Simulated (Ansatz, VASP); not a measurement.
BN: VASP beside Ansatz

```xyz
4
Lattice="2.4518 0.0000 0.0000 -1.2259 2.1233 0.0000 0.0000 0.0000 4.5650" Properties=species:S:1:pos:R:3 pbc="T T T"
B     1.2259    0.7078    4.5637
B     0.0000    1.4155    2.2812
N     1.2259    0.7078    2.8544
N     0.0000    1.4155    0.5719
```

Change from the starting cell: strain -0.040 along x and y, +0.080 along z, atoms carried along.

Alike in both runs: task single point; functional PBE; k mesh 12 × 12 × 6; occupations gaussian, width 0.05 eV; no spin polarisation.

```csv
,VASP,Ansatz
version,VASP 6.6.1,Ansatz 0.2.0
potentials or method,"VASP PAW PBE potentials, release 64 (B, N), cutoff 520 eV","scalar-relativistic, plane waves, PAW"
valence electrons in the cell,16,16
```

VASP gave:

| Quantity | Value |
| --- | --- |
| gap on the k mesh at the Fermi level (eV) | 4.70 |
| least direct gap on the mesh (eV) | 4.71 |
| pressure (GPa) | 8.3 |
| traceless stress, the component that is largest in VASP (GPa) | -71.16 |
| rms of the force components (eV/Å) | 0.284 |

Question: Estimate Ansatz's values.

Answer: gap on the k mesh at the Fermi level (eV): 4.71; least direct gap on the mesh (eV): 4.71; pressure (GPa): 7.9; traceless stress, the component that is largest in VASP (GPa): -70.72; rms of the force components (eV/Å): 0.297.

Atom by atom the forces differ by 0.013 eV/Å (rms over components).
